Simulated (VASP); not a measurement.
# C in VASP: single point with PBE+D3(BJ)

Aim: the single point of C with PBE+D3(BJ).

All numbers are computed with VASP 6.6.1; they aren't measurements. Logs are shortened: lines on timing, memory, paths and dates and some standing lists are left out, and cuts for length are marked.

## 1. The cell of the first run

The cell holds a slab with vacuum, 4 atoms: a = 2.466 Å, b = 2.466 Å, c = 17.500 Å, α = 90.00°, β = 90.00°, γ = 120.00°.

## 2. Single point, PBE+D3(BJ) (layers slid over each other)

Input file INCAR:

```
ALGO = Normal
DIPOL = 0.5 0.5 0.349
EDIFF = 1E-6
ENCUT = 520
GGA = PE
IDIPOL = 3
ISIF = 2
ISMEAR = 0
IVDW = 12
LASPH = T
LCHARG = T
LDIPOL = T
LELF = T
LREAL = F
LVACPOTAV = T
LVHAR = T
LWAVE = F
NBANDS = 16
NELM = 80
PREC = Accurate
SIGMA = 0.1
```

Input file KPOINTS:

```
k-points
0
Gamma
  15 15 1
```

Input file POSCAR:

```
C
1.0
    2.4656524409      0.0000000000      0.0000000000
   -1.2328262205      2.1353176507      0.0000000000
    0.0000000000      0.0000000000     17.5000663885
C
4
Direct
    0.6666666667      0.3333333333      0.2571437784
    0.3333333333      0.6666666667      0.2571418816
    0.8333333333      0.6666666667      0.4405735508
    1.1666666667      0.3333333333      0.4405716540
```

Potentials or basis: VASP PAW PBE potentials, release 64 (C).

Command:

```bash
$ cat potpaw_PBE.64/C/POTCAR > POTCAR
$ mpirun -np 1 vasp_std > vasp.out
```

OUTCAR:

```text
EDIFF = 1E-6
   ENCUT = 520
   GGA = PE
   ISIF = 2
   ISMEAR = 0
   IVDW = 12
   LASPH = T
   LREAL = F
   NELM = 80
   PREC = Accurate
 IVDW          = 12

 ion  position               nearest neighbor table
   1  0.667  0.333  0.257-   2 1.42   2 1.42   2 1.42
   2  0.333  0.667  0.257-   1 1.42   1 1.42   1 1.42
   3  0.833  0.667  0.441-   4 1.42   4 1.42   4 1.42
   4  0.167  0.333  0.441-   3 1.42   3 1.42   3 1.42

  LATTYP: Found a hexagonal cell.
 ALAT       =     2.4656524409
 C/A-ratio  =     7.0975398228

  Lattice vectors:

 A1 = (   2.4656524409,   0.0000000000,   0.0000000000)
 A2 = (  -1.2328262205,   2.1353176507,   0.0000000000)
 A3 = (   0.0000000000,   0.0000000000,  17.5000663885)

Analysis of symmetry for initial positions (statically):
=====================================================================
 Subroutine PRICEL returns:
 Original cell was already a primitive cell.

 Routine SETGRP: Setting up the symmetry group for a
 hexagonal supercell.

 Subroutine GETGRP returns: Found  8 space group operations
 (whereof  4 operations were pure point group operations)
 out of a pool of 24 trial point group operations.

The static configuration has the point symmetry C_2v.
 The point group associated with its full space group is D_2h.

Analysis of symmetry for dynamics (positions and initial velocities):
=====================================================================
 Subroutine PRICEL returns:
 Original cell was already a primitive cell.

 Routine SETGRP: Setting up the symmetry group for a
 hexagonal supercell.

 Subroutine GETGRP returns: Found  8 space group operations
 (whereof  4 operations were pure point group operations)
 out of a pool of 24 trial point group operations.

The dynamic configuration has the point symmetry C_2v.
 The point group associated with its full space group is D_2h.

 Subroutine INISYM returns: Found  8 space group operations
 (whereof  4 operations are pure point group operations),
 and found     1 'primitive' translations

----------------------------------------------------------------------------------------

                                     Primitive cell

  volume of cell :      92.1370

  direct lattice vectors                    reciprocal lattice vectors
     2.465652441  0.000000000  0.000000000     0.405572166  0.234157199  0.000000000
    -1.232826221  2.135317651  0.000000000     0.000000000  0.468314398  0.000000000
     0.000000000  0.000000000 17.500066388     0.000000000  0.000000000  0.057142640

  length of vectors
     2.465652441  2.465652441 17.500066388     0.468314398  0.468314398  0.057142640

  position of ions in fractional coordinates (direct lattice)
     0.666666667  0.333333333  0.257143778
     0.333333333  0.666666667  0.257141882
     0.833333333  0.666666667  0.440573551
     0.166666667  0.333333333  0.440571654

  ion indices of the primitive-cell ions
   primitive index   ion index
                 1           1
                 2           2
                 3           3
                 4           4

----------------------------------------------------------------------------------------

 KPOINTS: k-points

Automatic generation of k-mesh.
 Grid dimensions read from file:
 generate k-points for:   15   15    1

 Generating k-lattice:

  Cartesian coordinates                     Fractional coordinates (reciprocal lattice)
     0.027038144  0.015610480  0.000000000     0.066666667  0.000000000  0.000000000
     0.000000000  0.031220960  0.000000000     0.000000000  0.066666667  0.000000000
     0.000000000  0.000000000  0.057142640     0.000000000  0.000000000  1.000000000

  Length of vectors
     0.031220960  0.031220960  0.057142640

  Shift w.r.t. Gamma in fractional coordinates (k-lattice)
     0.000000000  0.000000000  0.000000000

 Subroutine IBZKPT returns following result:
 ===========================================

 Found     64 irreducible k-points:

 Following reciprocal coordinates:
            Coordinates               Weight
  0.000000  0.000000  0.000000      1.000000
  0.066667  0.000000  0.000000      4.000000
  0.000000  0.066667  0.000000      2.000000
  0.133333  0.000000  0.000000      4.000000
  0.000000  0.133333  0.000000      2.000000
  0.200000  0.000000  0.000000      4.000000
[... 16 lines left out ...]
 -0.266667  0.200000  0.000000      4.000000
  0.266667  0.066667  0.000000      4.000000
 [... further k-points ...]
   k-points           NKPTS =     64   k-points in BZ     NKDIM =     64   number of bands    NBANDS=     16
   number of dos      NEDOS =    301   number of ions     NIONS =      4
   total plane-waves  NPLWV =  45360
   dimension x,y,z NGX =    18 NGY =   18 NGZ =  140
   dimension x,y,z NGXF=    36 NGYF=   36 NGZF=  280
   ions per type =               4
   NGX,Y,Z   is equivalent  to a cutoff of  12.14, 12.14, 13.30 a.u.
   NGXF,Y,Z  is equivalent  to a cutoff of  24.27, 24.27, 26.60 a.u.
 SYSTEM =  unknown system
   PREC   = accura    normal or accurate (medium, high low for compatibility)
   ISTART =      0    job   : 0-new  1-cont  2-samecut
   ICHARG =      2    charge: 1-file 2-atom 10-const
   ISPIN  =      1    spin polarized calculation?
   LNONCOLLINEAR =      F non collinear calculations
   LSORBIT =      F    spin-orbit coupling
   LASPH  =      T    aspherical Exc in radial PAW
   ENCUT  =  520.0 eV  38.22 Ry    6.18 a.u.   4.58  4.58 32.54*2*pi/ulx,y,z
   NELM   =     80;   NELMIN=  2; NELMDL= -5     # of ELM steps
   EDIFF  = 0.1E-05   stopping-criterion for ELM
   LREAL  =      F    real-space projection
   EDIFFG = 0.1E-04   stopping-criterion for IOM
   NSW    =      0    number of steps for IOM
   IBRION =     -1    ionic relax: 0-MD 1-quasi-New 2-CG
   NFREE  =      0    steps in history (QN), initial steepest desc. (CG)
   ISIF   =      2    stress and relaxation
   ISYM   =      2    0-nonsym 1-usesym 2-fastsym
   POTIM  = 0.5000    time-step for ionic-motion
   TEBEG  =    0.0;   TEEND  =   0.0 temperature during run
   PSTRESS=    0.0 pullay stress
   NELECT =      16.0000    total number of electrons
   NUPDOWN=      -1.0000    fix difference up-down
   EMIN   =  10.00;   EMAX   =-10.00  energy-range for DOS
   EFERMI =   0.00;   METHOD = LEGACY
   ISMEAR =     0;   SIGMA  =   0.10  broadening in eV -4-tet -1-fermi 0-gaus
   EFERMI_NEDOS =   21; number of points for ismear=-14 and -15
   IALGO  =     38    algorithm
   IMIX   =      4    mixing-type and parameters
     AMIX     =   0.40;   BMIX     =  1.00
     AMIX_MAG =   1.60;   BMIX_MAG =  1.00
  volume/ion in A,a.u.               =      23.03       155.44
  Fermi-wavevector in a.u.,A,eV,Ry     =   0.913349  1.725980 11.350070  0.834207
  Thomas-Fermi vector in A             =   2.037850
   LORBIT       =      0    0 simple, 1 ext, 2 COOP (PROOUT), +10 PAW based schemes
   GGA     = PE    functional components
   LHFCALC =     F    Hartree Fock is set to
   AEXX    =    0.0000 exact exchange contribution
   IVDW    =    12    specifies the selected vdW correction
   LEPSILON=     F    determine dielectric tensor
   LRPA    =     F    only Hartree local field effects (RPA)
 non-spin polarized calculation
 Gauss-broadening in eV      SIGMA  =   0.10
  energy-cutoff  :      520.00
  volume of cell :       92.14
 maximum number of plane-waves:      2516
   NGX =  9   NGY =  9   NGZ = 65

 dipolmoment           0.000000      0.000000      0.000293 electrons x Angstroem

 number of electron      15.9999996 magnetization

 dipolmoment           0.000000      0.000000     -0.000130 electrons x Angstroem

 Free energy of the ion-electron system (eV)
  ---------------------------------------------------
  ext. energy  EPLUGINS =         0.00000000
  ---------------------------------------------------
  free energy    TOTEN  =       -36.84793476 eV

  energy without entropy =      -36.84781128  energy(sigma->0) =      -36.84787302

 E-fermi :  -0.8608     XC(G=0):  -4.4040

 val. band max:       -1.0055149312   @ k =   0.3333   0.3333   0.0000
 cond. band min:      -0.7160566799   @ k =   0.3333   0.3333   0.0000
 fundamental gap:      0.2894582513
 Fermi energy:        -0.8607858040

 k-point     1 :       0.0000    0.0000    0.0000
  band No.  band energies     occupation
      1     -20.4664      2.00000
      2     -20.2556      2.00000
      3      -9.0411      2.00000
      4      -7.8335      2.00000
      5      -3.8871      2.00000
      6      -3.8784      2.00000
[... 8 lines left out ...]
     15       7.4640      0.00000
     16       7.4889      0.00000

 k-point     2 :       0.0667    0.0000    0.0000
  band No.  band energies     occupation
      1     -20.3606      2.00000
      2     -20.1511      2.00000
      3      -8.9136      2.00000
      4      -7.7108      2.00000
      5      -4.3106      2.00000
      6      -4.2850      2.00000
[... 8 lines left out ...]
     15       7.5567      0.00000
     16       7.9300      0.00000

 k-point     3 :       0.0000    0.0667    0.0000
  band No.  band energies     occupation
      1     -20.3607      2.00000
      2     -20.1511      2.00000
      3      -8.9138      2.00000
      4      -7.7105      2.00000
      5      -4.3065      2.00000
      6      -4.2897      2.00000
[... 8 lines left out ...]
     15       7.5342      0.00000
     16       7.8919      0.00000
[... 362 lines left out ...]
 k-point    23 :      -0.2667    0.2000    0.0000
  band No.  band energies     occupation
      1     -19.1015      2.00000
      2     -18.9075      2.00000
      3      -7.8876      2.00000
      4      -7.8147      2.00000
      5      -7.4088      2.00000
      6      -6.2741      2.00000
[... 8 lines left out ...]
     15       7.5818      0.00000
     16       7.7284      0.00000

 k-point    24 :       0.2667    0.0667    0.0000
  band No.  band energies     occupation
      1     -18.2741      2.00000
      2     -18.0898      2.00000
      3      -9.6104      2.00000
      4      -9.5263      2.00000
      5      -6.6916      2.00000
      6      -6.6661      2.00000
[... 8 lines left out ...]
     15       7.4644      0.00000
     16       8.6705      0.00000

 [... further k-points ...]

------------------------ aborting loop because EDIFF is reached ----------------------------------------

 Edisp (eV)   -0.49417

 E8    (eV) :    -0.1485

  FORCE on cell =-STRESS in cart. coord.  units (eV):
  Direction    XX          YY          ZZ          XY          YZ          ZX
  --------------------------------------------------------------------------------------
  -------------------------------------------------------------------------------------
  Total       0.13916     0.04023     0.28334    -0.00000     0.00000     0.00000
  in kB       2.41993     0.69958     4.92694    -0.00000     0.00000     0.00000
  external pressure =        2.68 kB  Pullay stress =        0.00 kB

 VOLUME and BASIS-vectors are now :
 -----------------------------------------------------------------------------
  energy-cutoff  :      520.00
  volume of cell :       92.14
      direct lattice vectors                 reciprocal lattice vectors
     2.465652441  0.000000000  0.000000000     0.405572166  0.234157199  0.000000000
    -1.232826221  2.135317651  0.000000000     0.000000000  0.468314398  0.000000000
     0.000000000  0.000000000 17.500066388     0.000000000  0.000000000  0.057142640

 POSITION                                       TOTAL-FORCE (eV/Angst)
 -----------------------------------------------------------------------------------
      1.23283      0.71177      4.50003        -0.000000      0.002935     -0.048007
     -0.00000      1.42355      4.50000         0.000000     -0.002935     -0.048007
      1.23283      1.42355      7.71007         0.000000     -0.002935      0.048007
      0.00000      0.71177      7.71003        -0.000000      0.002935      0.048007
 -----------------------------------------------------------------------------------
    total drift:                                0.000000      0.000014     -0.029661

  FREE ENERGIE OF THE ION-ELECTRON SYSTEM (eV)
  ---------------------------------------------------
  free  energy   TOTEN  =       -37.3421035838 eV

  energy  without entropy=      -37.3419801009  energy(sigma->0) =      -37.34204184

 vacuum level on the upper side and lower side of the slab         3.442         3.447
```

It took 2.4 min on 1 thread of Intel Xeon Platinum 8375C at 2.90GHz (Ice Lake), shared host; peak memory 0.23 GiB.

What came out:

```
Free energy                : -37.3421 eV
Largest force              : 0.048 eV/Å
Dispersion energy per atom : -0.124 eV
```

Forces in eV/Å, atoms in the order of the input:
```
C    0.000  0.003 -0.048
C    0.000 -0.003 -0.048
C    0.000 -0.003  0.048
C    0.000  0.003  0.048
```

Caveat: the cell differs from its parent crystal (layers slid over each other).
